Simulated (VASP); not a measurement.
Wanted: the native input for a VASP 6.6.1 run.

| Item | Value |
| --- | --- |
| Task | single point |
| Functional | PBE |
| Potentials or basis | VASP PAW PBE potentials, release 64 (Ir, Rh_pv) |
| Cutoff | 520 eV |
| k mesh | 6 × 6 × 6 |
| Occupations | gaussian, width 0.2 eV |
| Spin | no spin polarisation |
| Dipole correction | no |
| Further INCAR settings | ALGO = Fast; EDIFF = 1e-06; NBANDS = 62 |

The structure of Ir4Rh lies in POSCAR:

```
Ir4Rh
1.0
    0.0001348708     -0.0001491017     -4.4474859052
    0.0008208417      4.7471968834      0.0000732089
    6.8505176047     -2.3723600529     -0.0002357467
Ir Rh
8 2
Direct
    0.2499681264      0.5342798779      0.3995502420
    0.2500229346      0.7335475484      0.8002990723
    0.2500394042      0.9331663188      0.1995982247
    0.2499898445      0.1347258262      0.6003665510
    0.7499642481      0.4656996255      0.6004531351
    0.7499821512      0.8652910844      0.3996355586
    0.7500007572      0.0668330692      0.8003928441
    0.7499762930      0.2664645695      0.1997067798
    0.2499850517      0.3321802057     -0.0000226082
    0.7500711889      0.6678118744      0.0000202005
```

One way to write it, as run:

INCAR

```
  PREC = Accurate
  ENCUT = 520
  EDIFF = 1E-6
  ISMEAR = 0
  SIGMA = 0.2
  LREAL = False
  LASPH = True
  NELM = 80
  ALGO = Fast
  ISIF = 2
  LWAVE = False
  LCHARG = False
  GGA = PE
  NBANDS = 62
```

KPOINTS

```
Automatic mesh
0
Gamma
  6 6 6
```

Potentials or basis: VASP PAW PBE potentials, release 64 (Ir, Rh_pv).

Command:

```bash
$ cat potpaw_PBE.64/Ir/POTCAR potpaw_PBE.64/Rh_pv/POTCAR > POTCAR
$ mpirun -np 1 vasp_std > vasp.out
```

It gave:

```yaml
Pressure: 0.4 GPa
Largest_force: 0.025 eV/Å
Band_gap_on_the_k_mesh: zero (bands 51 and 52 overlap by 0.67 eV)
```

Caveat: spin-orbit coupling is left out, which moves the levels of the heavy elements.

Wall time 13 min on 1 thread of Intel(R) Xeon(R) 6975P-C (Granite Rapids), with other jobs on the host, peak memory 0.78 GiB.
